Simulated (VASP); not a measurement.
Input of a VASP 6.6.1 run:

INCAR

```
ALGO = Normal
EDIFF = 1E-6
EDIFFG = -0.01
ENCUT = 600
GGA = PE
IBRION = 2
ISIF = 3
ISMEAR = 0
LASPH = True
LCHARG = False
LREAL = False
LWAVE = False
NELM = 100
NSW = 100
PREC = Accurate
SIGMA = 0.1
```

The input KPOINTS:

```
k-points
0
Gamma
  10 10 10
```

Contents of POSCAR:

```
Sb
1.0
    4.9301785600      0.0000000000      0.0000000000
    0.0000000000      4.9301785600      0.0000000000
    0.0000000000      0.0000000000      4.9301785600
Sb
4
Direct
    0.0299999900      0.0299999900      0.0299999900
    0.4700000100      0.9700000100      0.5299999900
    0.5299999900      0.4700000100      0.9700000100
    0.9700000100      0.5299999900      0.4700000100
```

Potentials or basis: VASP PAW PBE potentials, release 64 (Sb).

Command:

```sh
$ cat potpaw_PBE.64/Sb/POTCAR > POTCAR
$ mpirun -np 1 vasp_std > vasp.out
```

Task: Predict the relaxed volume.

Result: 33.39 Å³/atom.

Task: What does it give for the relaxed cell?

Result: a = 5.112 Å, b = 5.112 Å, c = 5.112 Å, α = 90.00°, β = 90.00°, γ = 90.00°.

Step by step:
| step | energy change (eV) | largest force (eV/Å) | pressure (GPa) | volume (Å³) |
| --- | --- | --- | --- | --- |
| 1 | 0.0000 | 0.1661 | -2.63 | 119.84 |
| 2 | -0.0447 | 0.0115 | 1.29 | 111.52 |
| 3 | -0.0539 | 0.0425 | 0.03 | 113.82 |
| 4 | -0.0539 | 0.0453 | -0.02 | 113.94 |
| 5 | -0.0542 | 0.0459 | -0.02 | 113.99 |
| 6 | -0.0553 | 0.0481 | -0.02 | 114.15 |
| 7 | -0.0576 | 0.0517 | -0.01 | 114.46 |
| 8 | -0.0628 | 0.0577 | 0.03 | 115.10 |
| 9 | -0.0752 | 0.0668 | 0.15 | 116.37 |
| 10 | -0.1092 | 0.0971 | 0.42 | 118.94 |
| 11 | -0.2230 | 0.1285 | 0.91 | 124.19 |
| 12 | -0.3962 | 0.0372 | -0.62 | 135.15 |
| 13 | -0.3976 | 0.0337 | -0.57 | 135.03 |
| 14 | -0.4009 | 0.0231 | -0.42 | 134.65 |
| 15 | -0.4042 | 0.0039 | -0.14 | 133.89 |
| 16 | -0.4043 | 0.0012 | -0.06 | 133.67 |
| 17 | -0.4043 | 0.0020 | -0.06 | 133.64 |
| 18 | -0.4044 | 0.0012 | -0.03 | 133.58 |
